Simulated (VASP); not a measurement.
Sb, 2 atoms in the cell. The structure is trigonal, space group R-3m (No. 166). The conventional cell has a = 4.308 Å, b = 4.308 Å, c = 11.274 Å, α = 90.00°, β = 90.00°, γ = 120.00°. Within 3.8 Å of Sb (site symmetry 3m) lie 6 Sb at 2.91 to 3.35 Å. 

- Program: VASP 6.6.1
- Task: single point
- Functional: PBE
- Potentials or basis: VASP PAW PBE potentials, release 64 (Sb)
- Cutoff: 520 eV
- k mesh: 3 × 3 × 3
- Occupations: fermi-dirac, width 0.05 eV
- Spin: no spin polarisation
- Dipole correction: no
- Further INCAR settings: ALGO = Normal; EDIFF = 1e-06; NBANDS = 12

Potentials or basis: VASP PAW PBE potentials, release 64 (Sb).

Run with:

```sh
$ cat potpaw_PBE.64/Sb/POTCAR > POTCAR
$ mpirun -np 1 vasp_std > vasp.out
```

Hardware: 1 thread of Intel(R) Xeon(R) Platinum 8375C CPU @ 2.90GHz (Ice Lake), on a shared host.

How long does it take, and how much memory?

Wall time 8.1 s on 1 thread of Intel(R) Xeon(R) Platinum 8375C CPU @ 2.90GHz (Ice Lake), on a shared host, peak memory 0.19 GiB. Counts: scf iterations 11, k points 6.
